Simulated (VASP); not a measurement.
Input of a VASP 6.6.1 run:

File INCAR:

```
PREC = Accurate
ENCUT = 520
EDIFF = 1E-6
ISMEAR = -1
SIGMA = 0.02
LREAL = Auto
LASPH = True
NELM = 100
ALGO = Normal
ISIF = 2
LWAVE = False
LCHARG = False
GGA = PE
IVDW = 12
NBANDS = 26
```

The input KPOINTS:

```
Automatic mesh
0
Gamma
  1 1 1
```

File POSCAR:

```
H
1.0
    6.6943300000      0.0000000000      0.0000000000
    0.0000000000      6.6943300000      0.0000000000
    0.0000000000      0.0000000000      6.6943300000
H
20
Direct
    0.6388391370      1.0111542156      0.5754123266
    0.5996119104      1.0492461531      0.6770953927
    0.7050742942      0.2206494153      0.1657970252
    0.6041530668      0.1943883854      0.2156750564
    0.5177515898      0.6599614898      0.7758057939
    0.6282032705      0.6382864305      0.7673359395
    0.1445551683     -0.1416870695     -0.4580294070
    0.0929742035     -0.0920181706     -0.3713889217
    1.0655136511      1.2318932589      0.1478564696
    1.1216208343      1.1368426713      0.1552657249
    0.4537720728      0.8036203772      0.2358563142
    0.4137680694      0.9019722661      0.1873376425
    0.3878506139      0.3317882447      0.8585922714
    0.3457552884      0.3342978311      0.7472891238
   -0.1253747574      0.7182197472      0.9924966352
   -0.0074690074      0.7260771429      0.9841164090
    0.5438483015      0.5343776001      0.2930091585
    0.6406765128      0.5189316929      0.3551064856
   -0.0753622842      0.3797093959      0.5810140821
   -0.1423891562      0.4424042436      0.6424391985
```

Potentials or basis: VASP PAW PBE potentials, release 64 (H).

Launch:

```bash
$ cat potpaw_PBE.64/H/POTCAR > POTCAR
$ mpirun -np 1 vasp_gam > vasp.out
```

(1) Predict the pressure.

(2) Estimate the dispersion energy per atom.

## Answers

(1) -0.6 GPa.

(2) -0.015 eV.

Caveat: the k points lie up to 0.94 Å⁻¹ apart.
